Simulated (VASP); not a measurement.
# Be2S3 (C2) in VASP: relaxation of shape and atoms at fixed volume with PBE

Aim: the relaxation of shape and atoms at fixed volume of Be2S3 with PBE.

Everything below comes from runs of VASP 6.6.1. Logs are shortened: lines on timing, memory, paths and dates and some standing lists are left out, and cuts for length are marked.

### 1 The cell of the first run

Symmetry: C2, No. 5, monoclinic system. Conventional cell: a = 4.581 Å, b = 5.144 Å, c = 6.398 Å, α = 90.00°, β = 92.94°, γ = 90.00°. Be (site symmetry 1) has 4 S at 2.05 to 2.13 Å within 2.7 Å. Within 2.7 Å of S (site symmetry 1) lie 2 Be at 2.05 to 2.08 Å and 1 S at 2.08 Å. Within 2.8 Å of S (site symmetry 2) lie 4 Be at 2.09 to 2.13 Å.

### 2 Relaxation of shape and atoms at fixed volume, PBE (volume scaled by 0.94)

Input file INCAR:

```
SYSTEM = Be2S3
PREC = Accurate
ENCUT = 600
EDIFF = 1E-7
ISMEAR = 0
SIGMA = 0.02
LREAL = .False.
LASPH = .True.
NELM = 60
ALGO = Normal
ISIF = 4
LWAVE = .False.
LCHARG = .False.
GGA = PE
IBRION = 2
NSW = 50
EDIFFG = -0.01
```

Input file KPOINTS:

```
regular mesh
0
Gamma
  8 8 4
  0 0 0
```

Input file POSCAR:

```
Be2S3
1.0
    2.2902559893     -2.5718738219      0.0026184778
    2.2902559893      2.5718738219      0.0026184778
   -0.3352123067      0.0000000000      6.3896034600
Be S
2 3
Direct
    0.4952005857      0.9463096574      0.8105207666
    0.0536903426      0.5047994143      0.1894792334
    0.3717706016      0.4271305170      0.6420800673
    0.5728694830      0.6282293984      0.3579199327
    0.0064689872      0.9935310128      0.0000000000
```

Potentials or basis: VASP PAW PBE potentials, release 64 (Be, S).

Started as:

```console
cat potpaw_PBE.64/Be/POTCAR potpaw_PBE.64/S/POTCAR > POTCAR
mpirun -np 1 vasp_std > vasp.out
```

OUTCAR:

```text
SYSTEM = Be2S3
   PREC = Accurate
   ENCUT = 600
   EDIFF = 1E-7
   ISMEAR = 0
   LREAL = .False.
   LASPH = .True.
   NELM = 60
   ISIF = 4
   GGA = PE
   IBRION = 2
   NSW = 50
   EDIFFG = -0.01

 ion  position               nearest neighbor table
   1  0.495  0.946  0.811-   3 2.05   3 2.08   5 2.09   5 2.13
   2  0.054  0.505  0.189-   4 2.05   4 2.08   5 2.09   5 2.13
   3  0.372  0.427  0.642-   1 2.05   4 2.08   1 2.08
   4  0.573  0.628  0.358-   2 2.05   3 2.08   2 2.08
   5  0.006  0.994  0.000-   2 2.09   1 2.09   2 2.13   1 2.13

  LATTYP: Found a base centered monoclinic cell.
 ALAT       =     4.5805149723
 B/A-ratio  =     1.1229627400
 C/A-ratio  =     1.3968714075
 COS(beta)  =    -0.0512483234

  Lattice vectors:

 A1 = (   2.2902559893,  -2.5718738219,   0.0026184778)
 A2 = (   2.2902559893,   2.5718738219,   0.0026184778)
 A3 = (  -0.3352123067,   0.0000000000,   6.3896034600)

Analysis of symmetry for initial positions (statically):
=====================================================================
 Subroutine PRICEL returns:
 Original cell was already a primitive cell.

 Routine SETGRP: Setting up the symmetry group for a
 base centered monoclinic supercell.

 Subroutine GETGRP returns: Found  2 space group operations
 (whereof  2 operations were pure point group operations)
 out of a pool of  4 trial point group operations.

The static configuration has the point symmetry C_2 .

Analysis of symmetry for dynamics (positions and initial velocities):
=====================================================================
 Subroutine PRICEL returns:
 Original cell was already a primitive cell.

 Routine SETGRP: Setting up the symmetry group for a
 base centered monoclinic supercell.

 Subroutine GETGRP returns: Found  2 space group operations
 (whereof  2 operations were pure point group operations)
 out of a pool of  4 trial point group operations.

The dynamic configuration has the point symmetry C_2 .

 Subroutine INISYM returns: Found  2 space group operations
 (whereof  2 operations are pure point group operations),
 and found     1 'primitive' translations

----------------------------------------------------------------------------------------

                                     Primitive cell

  volume of cell :      75.2772

  direct lattice vectors                    reciprocal lattice vectors
     2.290255989 -2.571873822  0.002618478     0.218303113 -0.194410782  0.011452650
     2.290255989  2.571873822  0.002618478     0.218303113  0.194410782  0.011452650
    -0.335212307  0.000000000  6.389603460    -0.000178922  0.000000000  0.156494848

  length of vectors
     3.443808111  3.443808111  6.398390397     0.292545662  0.292545662  0.156494950

  position of ions in fractional coordinates (direct lattice)
     0.495200586  0.946309657  0.810520767
     0.053690343  0.504799414  0.189479233
     0.371770602  0.427130517  0.642080067
     0.572869483  0.628229398  0.357919933
     0.006468987  0.993531013  0.000000000

  ion indices of the primitive-cell ions
   primitive index   ion index
                 1           1
                 2           2
                 3           3
                 4           4
                 5           5

----------------------------------------------------------------------------------------

 KPOINTS: regular mesh

Automatic generation of k-mesh.
 Grid dimensions read from file:
 generate k-points for:    8    8    4

 Generating k-lattice:

  Cartesian coordinates                     Fractional coordinates (reciprocal lattice)
     0.027287889 -0.024301348  0.001431581     0.125000000 -0.000000000  0.000000000
     0.027287889  0.024301348  0.001431581    -0.000000000  0.125000000  0.000000000
    -0.000044731  0.000000000  0.039123712     0.000000000  0.000000000  0.250000000

  Length of vectors
     0.036568208  0.036568208  0.039123738

  Shift w.r.t. Gamma in fractional coordinates (k-lattice)
     0.000000000  0.000000000  0.000000000

 Subroutine IBZKPT returns following result:
 ===========================================

 Found     78 irreducible k-points:

 Following reciprocal coordinates:
            Coordinates               Weight
  0.000000  0.000000  0.000000      1.000000
  0.125000 -0.000000 -0.000000      4.000000
  0.250000 -0.000000 -0.000000      4.000000
  0.375000  0.000000 -0.000000      4.000000
  0.500000 -0.000000 -0.000000      2.000000
  0.125000  0.125000 -0.000000      2.000000
[... 16 lines left out ...]
  0.125000 -0.000000  0.250000      4.000000
  0.250000  0.000000  0.250000      4.000000
 [... further k-points ...]
   k-points           NKPTS =     78   k-points in BZ     NKDIM =     78   number of bands    NBANDS=     15
   number of dos      NEDOS =    301   number of ions     NIONS =      5
   total plane-waves  NPLWV =  42336
   dimension x,y,z NGX =    28 NGY =   28 NGZ =   54
   dimension x,y,z NGXF=    56 NGYF=   56 NGZF=  108
   ions per type =               2   3
   NGX,Y,Z   is equivalent  to a cutoff of  13.52, 13.52, 14.03 a.u.
   NGXF,Y,Z  is equivalent  to a cutoff of  27.03, 27.03, 28.06 a.u.
 SYSTEM =  Be2S3
   PREC   = accura    normal or accurate (medium, high low for compatibility)
   ISTART =      0    job   : 0-new  1-cont  2-samecut
   ICHARG =      2    charge: 1-file 2-atom 10-const
   ISPIN  =      1    spin polarized calculation?
   LNONCOLLINEAR =      F non collinear calculations
   LSORBIT =      F    spin-orbit coupling
   LASPH  =      T    aspherical Exc in radial PAW
   ENCUT  =  600.0 eV  44.10 Ry    6.64 a.u.   6.88  6.88 12.78*2*pi/ulx,y,z
   NELM   =     60;   NELMIN=  2; NELMDL= -5     # of ELM steps
   EDIFF  = 0.1E-06   stopping-criterion for ELM
   LREAL  =      F    real-space projection
   EDIFFG = -.1E-01   stopping-criterion for IOM
   NSW    =     50    number of steps for IOM
   IBRION =      2    ionic relax: 0-MD 1-quasi-New 2-CG
   NFREE  =      1    steps in history (QN), initial steepest desc. (CG)
   ISIF   =      4    stress and relaxation
   ISYM   =      2    0-nonsym 1-usesym 2-fastsym
   POTIM  = 0.5000    time-step for ionic-motion
   TEBEG  =    0.0;   TEEND  =   0.0 temperature during run
   PSTRESS=    0.0 pullay stress
   NELECT =      22.0000    total number of electrons
   NUPDOWN=      -1.0000    fix difference up-down
   EMIN   =  10.00;   EMAX   =-10.00  energy-range for DOS
   EFERMI =   0.00;   METHOD = LEGACY
   ISMEAR =     0;   SIGMA  =   0.02  broadening in eV -4-tet -1-fermi 0-gaus
   EFERMI_NEDOS =   21; number of points for ismear=-14 and -15
   IALGO  =     38    algorithm
   IMIX   =      4    mixing-type and parameters
     AMIX     =   0.40;   BMIX     =  1.00
     AMIX_MAG =   1.60;   BMIX_MAG =  1.00
  volume/ion in A,a.u.               =      15.06       101.60
  Fermi-wavevector in a.u.,A,eV,Ry     =   1.086412  2.053021 16.058831  1.180291
  Thomas-Fermi vector in A             =   2.222548
   LORBIT       =      0    0 simple, 1 ext, 2 COOP (PROOUT), +10 PAW based schemes
   GGA     = PE    functional components
   LHFCALC =     F    Hartree Fock is set to
   AEXX    =    0.0000 exact exchange contribution
   IVDW    =     0    specifies the selected vdW correction
   LEPSILON=     F    determine dielectric tensor
   LRPA    =     F    only Hartree local field effects (RPA)
 conjugate gradient relaxation of ions
 non-spin polarized calculation
 Gauss-broadening in eV      SIGMA  =   0.02
  energy-cutoff  :      600.00
  volume of cell :       75.28
 maximum number of plane-waves:      2539
   NGX = 13   NGY = 13   NGZ = 25

--------------------------------------- Ionic step        1  -------------------------------------------

 number of electron      22.0000001 magnetization

 Free energy of the ion-electron system (eV)
  ---------------------------------------------------
  ext. energy  EPLUGINS =         0.00000000
  ---------------------------------------------------
  free energy    TOTEN  =       -23.06050774 eV

  energy without entropy =      -23.06050774  energy(sigma->0) =      -23.06050774

------------------------ aborting loop because EDIFF is reached ----------------------------------------

  FORCE on cell =-STRESS in cart. coord.  units (eV):
  Direction    XX          YY          ZZ          XY          YZ          ZX
  --------------------------------------------------------------------------------------
  -------------------------------------------------------------------------------------
  Total        2.1789440      2.2449460      2.4253507      0.0000000      0.0000000     -0.0461586
  in kB       46.3759711     47.7807380     51.6204148      0.0000000      0.0000000     -0.9824259
  external PRESSURE =      48.5923746 kB  Pullay stress =       0.0000000 kB
[... 98 lines left out ...]
  FREE ENERGIE OF THE ION-ELECTRON SYSTEM (eV)
  ---------------------------------------------------
  free  energy   TOTEN  =       -23.0624445997 eV

  energy  without entropy=      -23.0624445997  energy(sigma->0) =      -23.06244460

[... ionic steps 4 to 11 ...]

--------------------------------------- Ionic step       12  -------------------------------------------

 number of electron      21.9999998 magnetization

------------------------ aborting loop because EDIFF is reached ----------------------------------------
[... 73 lines left out ...]
--------------------------------------- Ionic step       14  -------------------------------------------

 number of electron      21.9999998 magnetization

 Free energy of the ion-electron system (eV)
  ---------------------------------------------------
  ext. energy  EPLUGINS =         0.00000000
  ---------------------------------------------------
  free energy    TOTEN  =       -23.06530922 eV

  energy without entropy =      -23.06530922  energy(sigma->0) =      -23.06530922

 E-fermi :   4.8454     XC(G=0):  -9.8120

 val. band max:        4.7022336797   @ k =   0.2500   0.1250   0.2500
 cond. band min:       6.0818667200   @ k =   0.5000   0.5000   0.5000
 fundamental gap:      1.3796330404
 Fermi energy:         4.8454417802

 k-point     1 :       0.0000    0.0000    0.0000
  band No.  band energies     occupation
      1     -10.5034      2.00000
      2      -8.3949      2.00000
      3      -6.7481      2.00000
      4       0.0597      2.00000
      5       1.1337      2.00000
      6       1.7727      2.00000
      7       1.8811      2.00000
      8       3.1982      2.00000
      9       3.2796      2.00000
     10       3.9779      2.00000
     11       3.9840      2.00000
     12       8.0984      0.00000
     13       8.8316      0.00000
     14       9.1928      0.00000
[... 401 lines left out ...]
      2      -8.3568      2.00000
      3      -6.3912      2.00000
      4      -0.5141      2.00000
      5       0.0686      2.00000
      6       0.8537      2.00000
      7       1.3296      2.00000
      8       2.1435      2.00000
      9       2.9298      2.00000
     10       4.1607      2.00000
     11       4.5392      2.00000
     12       8.4122      0.00000
     13       9.4253      0.00000
     14       9.7681      0.00000
     15      10.3762      0.00000

 [... further k-points ...]

------------------------ aborting loop because EDIFF is reached ----------------------------------------

  FORCE on cell =-STRESS in cart. coord.  units (eV):
  Direction    XX          YY          ZZ          XY          YZ          ZX
  --------------------------------------------------------------------------------------
  -------------------------------------------------------------------------------------
  Total        1.9681240      1.9378345      1.9728965      0.0000000      0.0000000     -0.0089917
  in kB       41.8889431     41.2442703     41.9905187      0.0000000      0.0000000     -0.1913768
  external PRESSURE =      41.7079107 kB  Pullay stress =       0.0000000 kB
[... 20 lines left out ...]
  FREE ENERGIE OF THE ION-ELECTRON SYSTEM (eV)
  ---------------------------------------------------
  free  energy   TOTEN  =       -23.0653092154 eV

  energy  without entropy=      -23.0653092154  energy(sigma->0) =      -23.06530922

 reached required accuracy - stopping structural energy minimisation
```

Run time: 12 min. Hardware: 1 thread of Intel Xeon 8259CL, shared host; peak memory 0.25 GiB.

Results:

| Property | Result |
| --- | --- |
| Free energy | -23.0653 eV |
| Energy gained by relaxing | 1.0 meV/atom |
| Ionic steps | 14 |
| Pressure after relaxing | 4.2 GPa |
| Largest force after relaxing | 0.010 eV/Å |
| Band gap on the k mesh | 1.38 eV, indirect (least direct gap 2.27 eV) |

Forces on the atoms (eV/Å):
```
Be  -0.008  0.001 -0.003
Be   0.008  0.001  0.003
S   -0.005 -0.002  0.008
S    0.005 -0.002 -0.008
S    0.000  0.001  0.000
```

The path:
| step | energy change (eV) | largest force (eV/Å) | pressure (GPa) | volume (Å³) |
| --- | --- | --- | --- | --- |
| 1 | 0.0000 | 0.1216 | 4.86 | 75.28 |
| 2 | -0.0014 | 0.0832 | 4.71 | 75.28 |
| 3 | -0.0019 | 0.0835 | 4.55 | 75.28 |
| 4 | -0.0029 | 0.0601 | 4.49 | 75.28 |
| 5 | -0.0033 | 0.0793 | 4.42 | 75.28 |
| 6 | -0.0040 | 0.0394 | 4.31 | 75.28 |
| 7 | -0.0042 | 0.0375 | 4.25 | 75.28 |
| 8 | -0.0044 | 0.0239 | 4.22 | 75.28 |
| 9 | -0.0045 | 0.0354 | 4.20 | 75.28 |
| 10 | -0.0046 | 0.0200 | 4.19 | 75.28 |
| 11 | -0.0047 | 0.0191 | 4.17 | 75.28 |
| 12 | -0.0048 | 0.0136 | 4.18 | 75.28 |
| 13 | -0.0048 | 0.0164 | 4.18 | 75.28 |
| 14 | -0.0048 | 0.0098 | 4.17 | 75.28 |

Final structure:
```cif
data_structure
_symmetry_space_group_name_H-M 'P 1'
_symmetry_Int_Tables_number 1
_cell_length_a 3.4450
_cell_length_b 3.4450
_cell_length_c 6.4107
_cell_angle_alpha 92.128
_cell_angle_beta 92.128
_cell_angle_gamma 97.693
_cell_volume 75.28
loop_
_atom_site_label
_atom_site_type_symbol
_atom_site_fract_x
_atom_site_fract_y
_atom_site_fract_z
_atom_site_occupancy
Be1 Be 0.49340 0.94374 0.80984 1
Be2 Be 0.05626 0.50660 0.19016 1
S1 S 0.36418 0.42003 0.63974 1
S2 S 0.57997 0.63582 0.36026 1
S3 S 0.00620 0.99380 0.00000 1
```

Caveat: the cell differs from its parent crystal (volume scaled by 0.94).
